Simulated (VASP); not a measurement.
Input of a VASP 6.6.1 run:

File INCAR:

```
SYSTEM = AgCl
PREC = Accurate
ENCUT = 520
EDIFF = 1E-6
ISMEAR = -1
SIGMA = 0.02
LREAL = .FALSE.
LASPH = .TRUE.
NELM = 100
ALGO = Normal
ISIF = 2
LWAVE = .FALSE.
LCHARG = .FALSE.
GGA = PE
NBANDS = 16
```

KPOINTS

```
Automatic mesh
0
G
  8 8 8
  0 0 0
```

The input POSCAR:

```
AgCl
1.0
    0.0944731286      2.8676569428      2.8676569428
    2.8676569428      0.0944731286      2.8676569428
    2.8676569428      2.8676569428      0.0944731286
Ag Cl
1 1
Direct
    0.0000000000      0.0000000000      0.0000000000
    0.5000000000      0.5000000000      0.5000000000
```

Potentials or basis: VASP PAW PBE potentials, release 64 (Ag, Cl).

Run with:

```console
$ cat potpaw_PBE.64/Ag/POTCAR potpaw_PBE.64/Cl/POTCAR > POTCAR
$ mpirun -np 1 vasp_std > vasp.out
```

Predict the pressure.

-0.8 GPa.

What does it give for the band gap on the k mesh?

0.88 eV (least direct gap 2.96 eV).

Stress tensor (GPa, compression positive):
```
-0.77 -0.24 -0.24
-0.24 -0.77 -0.24
-0.24 -0.24 -0.77
```

Caveat: the cell differs from its parent crystal (strain along [111] +5.1%). A k mesh can miss the band edges.
